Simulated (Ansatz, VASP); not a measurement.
## Os: VASP beside Ansatz

```xyz
2
Lattice="2.7272 0.0000 0.0000 -1.3636 2.3618 0.0000 0.0000 0.0000 4.3132" Properties=species:S:1:pos:R:3 pbc="T T T"
Os    0.0000    1.5746    1.0783
Os    1.3636    0.7873    3.2349
```

Alike in both runs: functional PBEsol; k mesh 18 × 18 × 10; occupations gaussian, width 0.1 eV; no spin polarisation.

Ansatz relaxed the structure, and its values are those at the end. VASP's run is a single point on that final structure, the one shown.

|  | VASP | Ansatz |
| --- | --- | --- |
| version | VASP 6.6.1 | Ansatz 0.2.0 |
| potentials or method | VASP PAW PBE potentials, release 64 (Os), cutoff 520 eV | scalar-relativistic, plane waves, PAW |
| valence electrons in the cell | 16 | 32 |

Ansatz gave:

```
gap on the k mesh at the Fermi level (eV) : none
pressure (GPa)                            : 0.0
```

Question: Which values does VASP return?

Answer: gap on the k mesh at the Fermi level (eV): none; pressure (GPa): 0.5.

VASP's potentials were made for PBE, not for PBEsol. A gap of «none» marks a metal or a gap that the smearing closes. VASP's potentials hold 16 valence electrons a cell and Ansatz's 32, so a difference there can come from the potentials and not from the codes.

Neither program's run includes spin-orbit coupling.
